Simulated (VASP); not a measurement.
# Bi2Te3 (R3m) in VASP: notebook, part 2 of 2

VASP 6.6.1. Earlier steps stand in the parts before.

### 3 Single point, LDA (32.94 Å³/atom)

This run uses another cell than the first one, of 32.94 Å³/atom.

INCAR

```
SYSTEM = Bi2Te3
PREC = Accurate
ENCUT = 520
EDIFF = 1E-6
ISMEAR = -1
SIGMA = 0.08
LREAL = .FALSE.
LASPH = .TRUE.
NELM = 60
ALGO = Normal
ISIF = 2
LWAVE = .FALSE.
LCHARG = .FALSE.
GGA = CA
NBANDS = 32
```

KPOINTS

```
Automatic mesh
0
G
  8 8 8
  0 0 0
```

POSCAR

```
Bi2Te3
1.0
    2.1936786512      1.2665209598      9.8799118140
   -2.1936786512      1.2665209598      9.8799118140
    0.0000000000     -2.5330419196      9.8799118140
Bi Te
2 3
Direct
    0.8120000000      0.8120000000      0.8120000000
    0.4020000000      0.4020000000      0.4020000000
    0.6110000000      0.6110000000      0.6110000000
    0.2000000000      0.2000000000      0.2000000000
    0.0000000000      0.0000000000      0.0000000000
```

Potentials or basis: VASP PAW LDA potentials, release 64 (Bi_d, Te).

Started as:

```bash
$ cat potpaw_LDA.64/Bi_d/POTCAR potpaw_LDA.64/Te/POTCAR > POTCAR
$ mpirun -np 1 vasp_std > vasp.out
```

OUTCAR:

```text
SYSTEM = Bi2Te3
   PREC = Accurate
   ENCUT = 520
   EDIFF = 1E-6
   ISMEAR = -1
   LREAL = .FALSE.
   LASPH = .TRUE.
   NELM = 60
   ISIF = 2
   GGA = CA

 ion  position               nearest neighbor table
   1  0.812  0.812  0.812-   4 3.01   4 3.01   4 3.01   2 3.40   2 3.40   2 3.40
   2  0.402  0.402  0.402-   5 3.25   5 3.25   5 3.25   1 3.40   1 3.40   1 3.40
   3  0.611  0.611  0.611-   5 3.02   5 3.02   5 3.02   4 3.42   4 3.42   4 3.42
   4  0.200  0.200  0.200-   1 3.01   1 3.01   1 3.01   3 3.42   3 3.42   3 3.42
   5  0.000  0.000  0.000-   3 3.02   3 3.02   3 3.02   2 3.25   2 3.25   2 3.25

  LATTYP: Found a trigonal (rhomboedric) cell.
 ALAT       =    10.1994587513
 COS(alpha) =     0.9074829532

  Lattice vectors:

 A1 = (   2.1936786512,   1.2665209598,   9.8799118140)
 A2 = (  -2.1936786512,   1.2665209598,   9.8799118140)
 A3 = (   0.0000000000,  -2.5330419196,   9.8799118140)

Analysis of symmetry for initial positions (statically):
=====================================================================
 Subroutine PRICEL returns:
 Original cell was already a primitive cell.

 Routine SETGRP: Setting up the symmetry group for a
 trigonal (rhombohedral) supercell.

 Subroutine GETGRP returns: Found  6 space group operations
 (whereof  6 operations were pure point group operations)
 out of a pool of 12 trial point group operations.

The static configuration has the point symmetry C_3v.

Analysis of symmetry for dynamics (positions and initial velocities):
=====================================================================
 Subroutine PRICEL returns:
 Original cell was already a primitive cell.

 Routine SETGRP: Setting up the symmetry group for a
 trigonal (rhombohedral) supercell.

 Subroutine GETGRP returns: Found  6 space group operations
 (whereof  6 operations were pure point group operations)
 out of a pool of 12 trial point group operations.

[... 124 lines left out ...]
   IMIX   =      4    mixing-type and parameters
     AMIX     =   0.40;   BMIX     =  1.00
     AMIX_MAG =   1.60;   BMIX_MAG =  1.00
  volume/ion in A,a.u.               =      32.94       222.29
  Fermi-wavevector in a.u.,A,eV,Ry     =   1.085405  2.051119 16.029092  1.178105
  Thomas-Fermi vector in A             =   2.221518
   LORBIT       =      0    0 simple, 1 ext, 2 COOP (PROOUT), +10 PAW based schemes
   GGA     = CA    functional components
   LHFCALC =     F    Hartree Fock is set to
   AEXX    =    0.0000 exact exchange contribution
   IVDW    =     0    specifies the selected vdW correction
   LEPSILON=     F    determine dielectric tensor
   LRPA    =     F    only Hartree local field effects (RPA)
 non-spin polarized calculation
  energy-cutoff  :      520.00
  volume of cell :      164.70
 maximum number of plane-waves:      4470
 NGX is ok and might be reduce to    80
   NGX = 37   NGY = 37   NGZ = 37

 number of electron      47.9999998 magnetization

 Free energy of the ion-electron system (eV)
  ---------------------------------------------------
  ext. energy  EPLUGINS =         0.00000000
  ---------------------------------------------------
  free energy    TOTEN  =       -20.28594457 eV

  energy without entropy =      -20.25215667  energy(sigma->0) =      -20.26905062

 E-fermi :   6.5133     XC(G=0):  -9.7248

 val. band max:        6.4700784339   @ k =   0.5000   0.5000   0.3750
 cond. band min:       6.5344624693   @ k =   0.1250   0.1250   0.1250
 fundamental gap:      0.0643840355
 Fermi energy:         6.5133070112

 k-point     1 :       0.0000    0.0000    0.0000
  band No.  band energies     occupation
      1     -16.5793      2.00000
      2     -16.5793      2.00000
      3     -16.5466      2.00000
      4     -16.5466      2.00000
      5     -16.5411      2.00000
      6     -15.9927      2.00000
[... 829 lines left out ...]
     31      10.2197      0.00000
     32      11.4905      0.00000

 [... further k-points ...]

------------------------ aborting loop because EDIFF is reached ----------------------------------------

  FORCE on cell =-STRESS in cart. coord.  units (eV):
  Direction    XX          YY          ZZ          XY          YZ          ZX
  --------------------------------------------------------------------------------------
  -------------------------------------------------------------------------------------
  Total       -0.4860244     -0.4860244     -1.6202109      0.0000000      0.0000000      0.0000000
  in kB       -4.7280164     -4.7280164    -15.7613145      0.0000000      0.0000000      0.0000000
  external PRESSURE =      -8.4057825 kB  Pullay stress =       0.0000000 kB

 VOLUME and BASIS-vectors are now :
 -----------------------------------------------------------------------------
  energy-cutoff  :      520.00
  volume of cell :      164.70
      direct lattice vectors                 reciprocal lattice vectors
     2.193678651  1.266520960  9.879911814     0.227927641  0.131594085  0.033738493
    -2.193678651  1.266520960  9.879911814    -0.227927641  0.131594085  0.033738493
     0.000000000 -2.533041920  9.879911814     0.000000000 -0.263188170  0.033738493

 POSITION                                       TOTAL-FORCE (eV/Angst)
 -----------------------------------------------------------------------------------
      0.00000      0.00000     24.06747         0.000000      0.000000     -0.874244
      0.00000      0.00000     11.91517         0.000000     -0.000000     -0.419183
      0.00000      0.00000     18.10988         0.000000      0.000000     -0.736256
      0.00000      0.00000      5.92795         0.000000      0.000000      0.803696
      0.00000      0.00000      0.00000         0.000000     -0.000000      1.225988
 -----------------------------------------------------------------------------------
    total drift:                               -0.000000      0.000000     -0.000370

  FREE ENERGIE OF THE ION-ELECTRON SYSTEM (eV)
  ---------------------------------------------------
  free  energy   TOTEN  =       -20.2859445657 eV

  energy  without entropy=      -20.2521566702  energy(sigma->0) =      -20.26905062
```

Wall time 15 min (1 thread of Intel Xeon 6975P-C (Granite Rapids), shared host); peak memory 0.83 GiB.

Results:

* Free energy: -20.2859 eV
* Pressure: -0.8 GPa
* Largest force: 1.226 eV/Å
* Band gap on the k mesh: zero (bands 24 and 25 overlap by 0.19 eV)

Forces in eV/Å, atoms in the order of the input:
```
Bi   0.000  0.000 -0.874
Bi   0.000  0.000 -0.419
Te   0.000  0.000 -0.736
Te   0.000  0.000  0.804
Te   0.000  0.000  1.226
```

Stress tensor (GPa, compression positive):
```
-0.47  0.00  0.00
 0.00 -0.47  0.00
 0.00  0.00 -1.58
```

Caveat: spin-orbit coupling is left out, which moves the levels of the heavy elements; forces of over 1 eV/Å act on the atoms, so gaps and moduli don't describe the material at rest.

### 4 Single point, LDA (33.95 Å³/atom)

This run uses another cell than the first one, of 33.95 Å³/atom.

INCAR

```
PREC = Accurate
ENCUT = 520
EDIFF = 1E-7
ISMEAR = -1
SIGMA = 0.08
LREAL = F
LASPH = T
NELM = 80
ALGO = Normal
ISIF = 2
LWAVE = F
LCHARG = T
GGA = CA
LELF = T
LVHAR = T
NBANDS = 32
```

KPOINTS

```
regular mesh
0
Gamma
  8 8 8
```

Changes to POSCAR since step 3:

```diff
@@ -2,5 +2,5 @@
 1.0
-    2.1936786512      1.2665209598      9.8799118140
-   -2.1936786512      1.2665209598      9.8799118140
-    0.0000000000     -2.5330419196      9.8799118140
+    2.2158385213      1.2793149667      9.9797156580
+   -2.2158385213      1.2793149667      9.9797156580
+    0.0000000000     -2.5586299335      9.9797156580
 Bi Te
```

Potentials or basis: VASP PAW LDA potentials, release 64 (Bi_d, Te).

Started as:

```bash
$ cat potpaw_LDA.64/Bi_d/POTCAR potpaw_LDA.64/Te/POTCAR > POTCAR
$ mpirun -np 1 vasp_std > vasp.out
```

OUTCAR:

```text
PREC = Accurate
   ENCUT = 520
   EDIFF = 1E-7
   ISMEAR = -1
   LREAL = F
   LASPH = T
   NELM = 80
   ISIF = 2
   GGA = CA

 ion  position               nearest neighbor table
   1  0.812  0.812  0.812-   4 3.04   4 3.04   4 3.04   2 3.44   2 3.44   2 3.44
   2  0.402  0.402  0.402-   5 3.28   5 3.28   5 3.28   1 3.44   1 3.44   1 3.44
   3  0.611  0.611  0.611-   5 3.05   5 3.05   5 3.05   4 3.46   4 3.46   4 3.46
   4  0.200  0.200  0.200-   1 3.04   1 3.04   1 3.04   3 3.46   3 3.46   3 3.46
   5  0.000  0.000  0.000-   3 3.05   3 3.05   3 3.05   2 3.28   2 3.28   2 3.28
[... 1045 lines left out ...]
  -------------------------------------------------------------------------------------
  Total       -2.0097707     -2.0097707     -3.1904886     -0.0000000      0.0000000      0.0000000
  in kB      -18.9702081    -18.9702081    -30.1149936     -0.0000000      0.0000000      0.0000000
  external PRESSURE =     -22.6851366 kB  Pullay stress =       0.0000000 kB

 VOLUME and BASIS-vectors are now :
 -----------------------------------------------------------------------------
  energy-cutoff  :      520.00
  volume of cell :      169.74
      direct lattice vectors                 reciprocal lattice vectors
     2.215838521  1.279314967  9.979715658     0.225648212  0.130278056  0.033401085
    -2.215838521  1.279314967  9.979715658    -0.225648212  0.130278056  0.033401085
     0.000000000 -2.558629933  9.979715658     0.000000000 -0.260556112  0.033401085

 POSITION                                       TOTAL-FORCE (eV/Angst)
 -----------------------------------------------------------------------------------
      0.00000     -0.00000     24.31059         0.000000      0.000000     -0.716130
      0.00000     -0.00000     12.03554         0.000000      0.000000     -0.443545
      0.00000     -0.00000     18.29282         0.000000      0.000000     -0.594938
      0.00000     -0.00000      5.98783         0.000000     -0.000000      0.624659
      0.00000      0.00000      0.00000         0.000000     -0.000000      1.129954
 -----------------------------------------------------------------------------------
    total drift:                                0.000000     -0.000000      0.000832

  FREE ENERGIE OF THE ION-ELECTRON SYSTEM (eV)
  ---------------------------------------------------
  free  energy   TOTEN  =       -20.2378626210 eV

  energy  without entropy=      -20.2024485402  energy(sigma->0) =      -20.22015558
```

stdout:

```text
POSCAR found type information on POSCAR BiTe
 POSCAR found :  2 types and       5 ions
 scaLAPACK will be used
 LDA part: xc-table for (Slater(with rela. corr.)+CA(PZ))
 , standard interpolation
 POSCAR, INCAR and KPOINTS ok, starting setup
 FFT: planning ... GRIDC
 FFT: planning ... GRID_SOFT
 FFT: planning ... GRID
 WAVECAR not read
 entering main loop
```

Run time: 15 min. Hardware: 1 thread of Intel Xeon 6975P-C (Granite Rapids), shared host; peak memory 0.84 GiB.

Results:

```yaml
Free_energy: -20.2379 eV
Pressure: -2.3 GPa
Largest_force: 1.130 eV/Å
Band_gap_on_the_k_mesh: zero (bands 24 and 25 overlap by 0.18 eV)
```

Forces in eV/Å, atoms in the order of the input:
```
Bi   0.000  0.000 -0.716
Bi   0.000  0.000 -0.444
Te   0.000  0.000 -0.595
Te   0.000  0.000  0.625
Te   0.000  0.000  1.130
```

Levels at points of the mesh, in eV from the Fermi level:
```
           k point  band 22  band 23  band 24  band 25  band 26  band 27
(0.00, 0.00, 0.00)    -0.50    -0.45    -0.45    -0.10     0.28     0.28
(0.50, 0.00, 0.00)    -2.17    -0.30    -0.26    -0.16     0.45     2.46
(0.50, 0.50, 0.00)    -1.83    -1.06    -0.49     0.34     1.11     1.71
(0.50, 0.50, 0.50)    -0.91    -0.69    -0.69     0.40     0.84     0.84
```

Caveat: spin-orbit coupling is left out, which moves the levels of the heavy elements; forces of over 1 eV/Å act on the atoms, so gaps and moduli don't describe the material at rest.

### 5 The runs side by side

```tsv
cell	gap on the mesh (eV)	pressure (GPa)	largest force (eV/Å)
a = 10.059 Å, angles 24.8°, 5 atoms	none	1.6	1.37
a = 10.199 Å, angles 24.8°, 5 atoms	none	-0.8	1.23
a = 10.302 Å, angles 24.8°, 5 atoms	none	-2.3	1.13
```

Alike in all rows: task single point; level LDA; potentials or basis VASP PAW LDA potentials, release 64 (Bi_d, Te); no spin polarisation; k mesh 8 × 8 × 8; cutoff (eV) 520; smearing fermi-dirac 0.08 eV.

Caveats: spin-orbit coupling is left out, which moves the levels of the heavy elements; forces of over 1 eV/Å act on the atoms, so gaps and moduli don't describe the material at rest.

Total energies depend on the potentials used, so only differences within one code and one set of settings carry meaning.

The gap in the log of VASP goes by the Fermi energy; the results here count the filled bands.